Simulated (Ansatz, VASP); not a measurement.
## One calculation of CuO2, two programs

The input INCAR:

```
PREC = Accurate
ENCUT = 520
EDIFF = 1E-6
ISMEAR = 0
SIGMA = 0.1
LREAL = False
LASPH = True
NELM = 150
ALGO = Normal
ISIF = 2
LWAVE = False
LCHARG = False
ISPIN = 2
MAGMOM = 1 1 0 0 0 0
LORBIT = 11
LMAXMIX = 4
GGA = PE
NBANDS = 36
```

KPOINTS

```
regular mesh
0
Gamma
  6 6 4
```

POSCAR

```
CuO2
1.0
    1.4126149400     -5.2107467700      0.0000000000
    1.4126149400      5.2107467700      0.0000000000
    0.0000000000      0.0000000000      4.3434238400
Cu O
2 4
Direct
    0.3327469900      0.6672530100      0.2500000000
    0.6672530100      0.3327469900      0.7500000000
    0.9485140000      0.0514860000      0.2500000000
    0.0514860000      0.9485140000      0.7500000000
    0.7110300100      0.2889699900      0.2500000000
    0.2889699900      0.7110300100      0.7500000000
```

Input for Ansatz:

```yaml
crystal:
  lattice:
    - [1.41261494, -5.21074677, 0.0]
    - [1.41261494, 5.21074677, 0.0]
    - [0.0, 0.0, 4.34342384]
  atoms:
    - { symbol: Cu, position: [0.33274699, 0.66725301, 0.25], spin: 1.0 }
    - { symbol: Cu, position: [0.66725301, 0.33274699, 0.75], spin: 1.0 }
    - { symbol: O, position: [0.948514, 0.051486, 0.25] }
    - { symbol: O, position: [0.051486, 0.948514, 0.75] }
    - { symbol: O, position: [0.71103001, 0.28896999, 0.25] }
    - { symbol: O, position: [0.28896999, 0.71103001, 0.75] }
basis:
  ecutwfc: 420
kpoints:
  mp_grid: { grid: [6, 6, 4] }
hamiltonian:
  xc: pbe
scf:
  occupations: { method: gaussian, width: 0.1 }
  lower_state_search: "off"
output:
  forces: true
  stress: true
  eigenvalues: true
  populations: true
magnetization:
  spin_polarized: true
```

Alike in both runs: task single point; functional PBE; k mesh 6 × 6 × 4; occupations gaussian, width 0.1 eV; collinear spin.

```csv
,VASP,Ansatz
version,VASP 6.6.1,Ansatz 0.2.0
potentials or method,"VASP PAW PBE potentials, release 64 (Cu, O), cutoff 520 eV","scalar-relativistic, plane waves, PAW"
valence electrons in the cell,46,62
```

```csv
,VASP,Ansatz,Ansatz less VASP
gap on the k mesh at the Fermi level (eV),none,none,-
pressure (GPa),-0.3,-1.2,-0.95
"traceless stress, the component that is largest in VASP (GPa)",0.26,0.07,-0.187
rms of the force components (eV/Å),0.063,0.114,+0.0508
net moment per atom (μB),0.18,0.17,-0.007
size of the moment on the site where the two differ most (μB),0.07,0.07,-0.007
```

Site moments also hang on the region over which each program counts them. Atom by atom the forces differ by 0.059 eV/Å (rms over components). A gap of «none» marks a metal or a gap that the smearing closes. The functional is the same, so the differences come from potentials, cutoffs and numerics. VASP's potentials hold 46 valence electrons a cell and Ansatz's 62, so a difference there can come from the potentials and not from the codes.

The k mesh is coarse, so the values compare programs but aren't converged.
